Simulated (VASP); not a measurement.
# Pt (Fm-3m) in VASP: notebook

Runs on Pt. Level: PBEsol. Tasks: single point.

Program: VASP 6.6.1. These are calculated values, not measurements. Logs are shortened: lines on timing, memory, paths and dates and some standing lists are left out, and cuts for length are marked.

## 1. The cell of the first run

It takes space group Fm-3m (No. 225, cubic). The conventional cell has a = 3.797 Å, b = 3.797 Å, c = 3.797 Å, α = 90.00°, β = 90.00°, γ = 90.00°. Within 3.5 Å of Pt (site symmetry m-3m) lie 12 Pt at 2.68 Å.

## 2. Single point, PBEsol, collinear spin, ferromagnetic start

The input, INCAR:

```
SYSTEM = Pt
ALGO = Normal ; EDIFF = 1E-7
ENCUT = 520 ; GGA = PS
ISIF = 2 ; ISMEAR = 0
ISPIN = 2 ; LASPH = .TRUE.
LCHARG = .FALSE. ; LMAXMIX = 4
LORBIT = 11 ; LREAL = .FALSE.
LWAVE = .FALSE. ; MAGMOM = 0.05
NBANDS = 15 ; NELM = 150
NUPDOWN = 0.05 ; PREC = Accurate
SIGMA = 0.15
```

The input, KPOINTS:

```
k-points
0
G
  22 22 22
  0 0 0
```

The input, POSCAR:

```
Pt
1.0
    0.0000000000      1.8983364941      1.8983364941
    1.8983364941      0.0000000000      1.8983364941
    1.8983364941      1.8983364941      0.0000000000
Pt
1
Direct
    0.0000000000      0.0000000000      0.0000000000
```

Potentials or basis: VASP PAW PBE potentials, release 64 (Pt).

Started as:

```
> cat potpaw_PBE.64/Pt/POTCAR > POTCAR
> mpirun -np 1 vasp_std > vasp.out
```

OUTCAR:

```text
SYSTEM = Pt
   EDIFF = 1E-7
   ENCUT = 520
   GGA = PS
   ISIF = 2
   ISMEAR = 0
   ISPIN = 2
   LASPH = .TRUE.
   LORBIT = 11
   LREAL = .FALSE.
   NELM = 150
   NUPDOWN = 0.05
   PREC = Accurate

 ion  position               nearest neighbor table
   1  0.000  0.000  0.000-

  LATTYP: Found a face centered cubic cell.
 ALAT       =     3.7966729882

  Lattice vectors:

 A1 = (   0.0000000000,   1.8983364941,   1.8983364941)
 A2 = (   1.8983364941,   0.0000000000,   1.8983364941)
 A3 = (   1.8983364941,   1.8983364941,   0.0000000000)

Analysis of symmetry for initial positions (statically):
=====================================================================
 Subroutine PRICEL returns:
 Original cell was already a primitive cell.

 Routine SETGRP: Setting up the symmetry group for a
 face centered cubic supercell.

 Subroutine GETGRP returns: Found 48 space group operations
 (whereof 48 operations were pure point group operations)
 out of a pool of 48 trial point group operations.

The static configuration has the point symmetry O_h .

Analysis of symmetry for dynamics (positions and initial velocities):
=====================================================================
 Subroutine PRICEL returns:
 Original cell was already a primitive cell.

 Routine SETGRP: Setting up the symmetry group for a
 face centered cubic supercell.

 Subroutine GETGRP returns: Found 48 space group operations
 (whereof 48 operations were pure point group operations)
 out of a pool of 48 trial point group operations.

The dynamic configuration has the point symmetry O_h .

Analysis of structural, dynamic, and magnetic symmetry:
=====================================================================
 Subroutine PRICEL returns:
 Original cell was already a primitive cell.

 Routine SETGRP: Setting up the symmetry group for a
 face centered cubic supercell.

 Subroutine GETGRP returns: Found 48 space group operations
 (whereof 48 operations were pure point group operations)
 out of a pool of 48 trial point group operations.

The overall configuration has the point symmetry O_h .

 Subroutine INISYM returns: Found 48 space group operations
 (whereof 48 operations are pure point group operations),
 and found     1 'primitive' translations

----------------------------------------------------------------------------------------

                                     Primitive cell

  volume of cell :      13.6820

  direct lattice vectors                    reciprocal lattice vectors
     0.000000000  1.898336494  1.898336494    -0.263388499  0.263388499  0.263388499
     1.898336494  0.000000000  1.898336494     0.263388499 -0.263388499  0.263388499
     1.898336494  1.898336494  0.000000000     0.263388499  0.263388499 -0.263388499

  length of vectors
     2.684653216  2.684653216  2.684653216     0.456202263  0.456202263  0.456202263

  position of ions in fractional coordinates (direct lattice)
     0.000000000  0.000000000  0.000000000

  ion indices of the primitive-cell ions
   primitive index   ion index
                 1           1

----------------------------------------------------------------------------------------

 KPOINTS: k-points

Automatic generation of k-mesh.
 Grid dimensions read from file:
 generate k-points for:   22   22   22

 Generating k-lattice:

  Cartesian coordinates                     Fractional coordinates (reciprocal lattice)
    -0.011972205  0.011972205  0.011972205     0.045454545  0.000000000  0.000000000
     0.011972205 -0.011972205  0.011972205     0.000000000  0.045454545  0.000000000
     0.011972205  0.011972205 -0.011972205     0.000000000  0.000000000  0.045454545

  Length of vectors
     0.020736466  0.020736466  0.020736466

  Shift w.r.t. Gamma in fractional coordinates (k-lattice)
     0.000000000  0.000000000  0.000000000

 Subroutine IBZKPT returns following result:
 ===========================================

 Found    328 irreducible k-points:

 Following reciprocal coordinates:
            Coordinates               Weight
  0.000000  0.000000  0.000000      1.000000
  0.045455  0.000000  0.000000      8.000000
  0.090909  0.000000  0.000000      8.000000
  0.136364  0.000000  0.000000      8.000000
  0.181818  0.000000  0.000000      8.000000
  0.227273  0.000000  0.000000      8.000000
[... 16 lines left out ...]
  0.500000  0.045455  0.000000     24.000000
 -0.454545  0.045455  0.000000     24.000000
 [... further k-points ...]
   k-points           NKPTS =    328   k-points in BZ     NKDIM =    328   number of bands    NBANDS=     15
   number of dos      NEDOS =    301   number of ions     NIONS =      1
   total plane-waves  NPLWV =   8000
   dimension x,y,z NGX =    20 NGY =   20 NGZ =   20
   dimension x,y,z NGXF=    40 NGYF=   40 NGZF=   40
   ions per type =               1
   NGX,Y,Z   is equivalent  to a cutoff of  12.38, 12.38, 12.38 a.u.
   NGXF,Y,Z  is equivalent  to a cutoff of  24.77, 24.77, 24.77 a.u.
 SYSTEM =  Pt
   PREC   = accura    normal or accurate (medium, high low for compatibility)
   ISTART =      0    job   : 0-new  1-cont  2-samecut
   ICHARG =      2    charge: 1-file 2-atom 10-const
   ISPIN  =      2    spin polarized calculation?
   LNONCOLLINEAR =      F non collinear calculations
   LSORBIT =      F    spin-orbit coupling
   LASPH  =      T    aspherical Exc in radial PAW
   ENCUT  =  520.0 eV  38.22 Ry    6.18 a.u.   4.99  4.99  4.99*2*pi/ulx,y,z
   NELM   =    150;   NELMIN=  2; NELMDL= -5     # of ELM steps
   EDIFF  = 0.1E-06   stopping-criterion for ELM
   LREAL  =      F    real-space projection
   EDIFFG = 0.1E-05   stopping-criterion for IOM
   NSW    =      0    number of steps for IOM
   IBRION =     -1    ionic relax: 0-MD 1-quasi-New 2-CG
   NFREE  =      0    steps in history (QN), initial steepest desc. (CG)
   ISIF   =      2    stress and relaxation
   ISYM   =      2    0-nonsym 1-usesym 2-fastsym
   POTIM  = 0.5000    time-step for ionic-motion
   TEBEG  =    0.0;   TEEND  =   0.0 temperature during run
   PSTRESS=    0.0 pullay stress
   NELECT =      10.0000    total number of electrons
   NUPDOWN=       0.0500    fix difference up-down
   EMIN   =  10.00;   EMAX   =-10.00  energy-range for DOS
   EFERMI =   0.00;   METHOD = LEGACY
   ISMEAR =     0;   SIGMA  =   0.15  broadening in eV -4-tet -1-fermi 0-gaus
   EFERMI_NEDOS =   21; number of points for ismear=-14 and -15
   IALGO  =     38    algorithm
   IMIX   =      4    mixing-type and parameters
     AMIX     =   0.40;   BMIX     =  1.00
     AMIX_MAG =   1.60;   BMIX_MAG =  1.00
  volume/ion in A,a.u.               =      13.68        92.33
  Fermi-wavevector in a.u.,A,eV,Ry     =   1.474659  2.786702 29.587494  2.174619
  Thomas-Fermi vector in A             =   2.589403
   LORBIT       =     11    0 simple, 1 ext, 2 COOP (PROOUT), +10 PAW based schemes
   GGA     = PS    functional components
   LHFCALC =     F    Hartree Fock is set to
   AEXX    =    0.0000 exact exchange contribution
   IVDW    =     0    specifies the selected vdW correction
   LEPSILON=     F    determine dielectric tensor
   LRPA    =     F    only Hartree local field effects (RPA)
 spin polarized calculation
 Gauss-broadening in eV      SIGMA  =   0.15
  energy-cutoff  :      520.00
  volume of cell :       13.68
 maximum number of plane-waves:       380
   NGX =  9   NGY =  9   NGZ =  9

 number of electron      10.0000001 magnetization       0.0500000

 Free energy of the ion-electron system (eV)
  ---------------------------------------------------
  ext. energy  EPLUGINS =         0.00000000
  ---------------------------------------------------
  free energy    TOTEN  =        -6.84274567 eV

  energy without entropy =       -6.82564023  energy(sigma->0) =       -6.83419295

 E-fermi :  13.0681     XC(G=0): -14.2095

 val. band max:       13.0862476351   @ k =  -0.4545   0.0909   0.0455
 cond. band min:      13.0687212595   @ k =   0.4091   0.1818   0.0000
 fundamental gap:     -0.0175263756
 Fermi energy:        13.0966732245

 spin component 1

 k-point     1 :       0.0000    0.0000    0.0000
  band No.  band energies     occupation
      1       1.6272      1.00000
      2       8.6084      1.00000
      3       8.6084      1.00000
      4       8.6084      1.00000
      5      11.1648      1.00000
      6      11.1648      1.00000
      7      27.3594      0.00000
      8      32.8823      0.00000
      9      32.8823      0.00000
     10      32.8823      0.00000
     11      38.5499      0.00000
     12      45.2847      0.00000
     13      45.2847      0.00000
     14      45.2847      0.00000
     15      47.4334      0.00000

 k-point     2 :       0.0455    0.0000    0.0000
  band No.  band energies     occupation
      1       1.7194      1.00000
      2       8.5624      1.00000
      3       8.6474      1.00000
      4       8.6474      1.00000
      5      11.1404      1.00000
      6      11.1404      1.00000
      7      27.5147      0.00000
      8      32.4042      0.00000
      9      33.0331      0.00000
     10      33.0331      0.00000
     11      39.1168      0.00000
     12      45.0214      0.00000
     13      45.2131      0.00000
     14      45.2131      0.00000
     15      46.6620      0.00000
[... 365 lines left out ...]
      3       8.5960      1.00000
      4      11.5339      1.00000
      5      13.1393      0.34389
      6      13.6965      0.00000
      7      19.6952      0.00000
      8      27.1125      0.00000
      9      32.5528      0.00000
     10      32.5652      0.00000
     11      42.9477      0.00000
     12      43.1853      0.00000
     13      44.4592      0.00000
     14      45.5116      0.00000
     15      45.5496      0.00000

 k-point    24 :      -0.4545    0.0455    0.0000
  band No.  band energies     occupation
      1       4.6839      1.00000
      2       8.4779      1.00000
      3       8.5954      1.00000
      4      11.4583      1.00000
      5      13.0113      0.78949
      6      13.6939      0.00000
      7      19.8747      0.00000
      8      27.1494      0.00000
      9      32.4143      0.00000
     10      32.8581      0.00000
     11      42.6459      0.00000
     12      43.1757      0.00000
     13      44.2373      0.00000
     14      45.5056      0.00000
     15      45.5537      0.00000

 [... further k-points ...]

 spin component 2

 k-point     1 :       0.0000    0.0000    0.0000
  band No.  band energies     occupation
      1       1.6360      1.00000
      2       8.6421      1.00000
      3       8.6421      1.00000
      4       8.6421      1.00000
      5      11.1965      1.00000
      6      11.1965      1.00000
      7      27.3673      0.00000
      8      32.8895      0.00000
      9      32.8895      0.00000
     10      32.8895      0.00000
     11      38.5505      0.00000
     12      45.3407      0.00000
     13      45.3407      0.00000
     14      45.3407      0.00000
     15      47.4465      0.00000

 k-point     2 :       0.0455    0.0000    0.0000
  band No.  band energies     occupation
      1       1.7283      1.00000
      2       8.5959      1.00000
      3       8.6811      1.00000
      4       8.6811      1.00000
      5      11.1721      1.00000
      6      11.1721      1.00000
      7      27.5228      0.00000
      8      32.4110      0.00000
      9      33.0404      0.00000
     10      33.0404      0.00000
     11      39.1179      0.00000
     12      45.0681      0.00000
     13      45.2667      0.00000
     14      45.2667      0.00000
     15      46.6870      0.00000
[... 365 lines left out ...]
      3       8.6260      1.00000
      4      11.5482      1.00000
      5      13.1766      0.15315
      6      13.7245      0.00000
      7      19.7236      0.00000
      8      27.1182      0.00000
      9      32.5654      0.00000
     10      32.5776      0.00000
     11      42.9579      0.00000
     12      43.1953      0.00000
     13      44.4699      0.00000
     14      45.5675      0.00000
     15      45.6028      0.00000

 k-point    24 :      -0.4545    0.0455    0.0000
  band No.  band energies     occupation
      1       4.7059      1.00000
      2       8.5076      1.00000
      3       8.6254      1.00000
      4      11.4719      1.00000
      5      13.0484      0.57359
      6      13.7235      0.00000
      7      19.9024      0.00000
      8      27.1553      0.00000
      9      32.4269      0.00000
     10      32.8707      0.00000
     11      42.6560      0.00000
     12      43.1856      0.00000
     13      44.2484      0.00000
     14      45.5617      0.00000
     15      45.6099      0.00000

 [... further k-points ...]
[... 5 lines left out ...]
  --------------------------------------------------------------------------------------
  -------------------------------------------------------------------------------------
  Total        2.9595636      2.9595636      2.9595636      0.0000000      0.0000000      0.0000000
  in kB      346.5681741    346.5681741    346.5681741      0.0000000      0.0000000      0.0000000
  external PRESSURE =     346.5681741 kB  Pullay stress =       0.0000000 kB

 VOLUME and BASIS-vectors are now :
 -----------------------------------------------------------------------------
  energy-cutoff  :      520.00
  volume of cell :       13.68
      direct lattice vectors                 reciprocal lattice vectors
     0.000000000  1.898336494  1.898336494    -0.263388499  0.263388499  0.263388499
     1.898336494  0.000000000  1.898336494     0.263388499 -0.263388499  0.263388499
     1.898336494  1.898336494  0.000000000     0.263388499  0.263388499 -0.263388499

 POSITION                                       TOTAL-FORCE (eV/Angst)
 -----------------------------------------------------------------------------------
      0.00000      0.00000      0.00000         0.000000     -0.000000      0.000000
 -----------------------------------------------------------------------------------
    total drift:                                0.000000      0.000000      0.000000

  FREE ENERGIE OF THE ION-ELECTRON SYSTEM (eV)
  ---------------------------------------------------
  free  energy   TOTEN  =        -6.8427456669 eV

  energy  without entropy=       -6.8256402298  energy(sigma->0) =       -6.83419295

 total charge

# of ion       s       p       d       tot
------------------------------------------
    1        0.690   0.750   8.137   9.578

 magnetization (x)

# of ion       s       p       d       tot
------------------------------------------
    1       -0.000  -0.001   0.050   0.049
```

Wall time 48 s (1 thread of Intel Xeon 6975P-C (Granite Rapids), shared host); peak memory 0.21 GiB.

What came out:

- Free energy: -6.8427 eV
- Pressure: 34.7 GPa
- Net moment: 0.05 μB per cell
- Site moments: Pt +0.05 μB
- Valence electrons inside the program's atomic spheres: Pt 9.58

Caveat: the PAW data sets were made with another functional, which shifts forces and pressure a little; spin-orbit coupling is left out, which moves the levels of the heavy elements; the total moment is fixed, so each spin has its own Fermi level.

## 3. Single point, PBEsol, collinear spin, ferromagnetic start

The input, INCAR:

```
SYSTEM = Pt
PREC = Accurate ; ENCUT = 520
EDIFF = 1E-6 ; ISMEAR = 0
SIGMA = 0.15 ; LREAL = .FALSE.
LASPH = .TRUE. ; NELM = 150
ALGO = Fast ; ISIF = 2
LWAVE = .FALSE. ; LCHARG = .FALSE.
ISPIN = 2 ; MAGMOM = 0.15
LORBIT = 11 ; NUPDOWN = 0.15
LMAXMIX = 4 ; GGA = PS
NBANDS = 15
```

The input, KPOINTS:

```
Automatic mesh
0
G
  22 22 22
  0 0 0
```

POSCAR is that of step 2.

Potentials or basis: VASP PAW PBE potentials, release 64 (Pt).

Started as:

```
> cat potpaw_PBE.64/Pt/POTCAR > POTCAR
> mpirun -np 1 vasp_std > vasp.out
```

Run time: 46 s. Hardware: 1 thread of Intel Xeon 6975P-C (Granite Rapids), shared host; peak memory 0.21 GiB.

The run converged. Its results:

| Quantity | Value |
| --- | --- |
| Free energy | -6.8398 eV |
| Pressure | 34.8 GPa |
| Net moment | 0.15 μB per cell |
| Site moments | Pt +0.15 μB |
| Valence electrons inside the program's atomic spheres | Pt 9.58 |

Caveat: the PAW data sets were made with another functional, which shifts forces and pressure a little; spin-orbit coupling is left out, which moves the levels of the heavy elements; the total moment is fixed, so each spin has its own Fermi level.
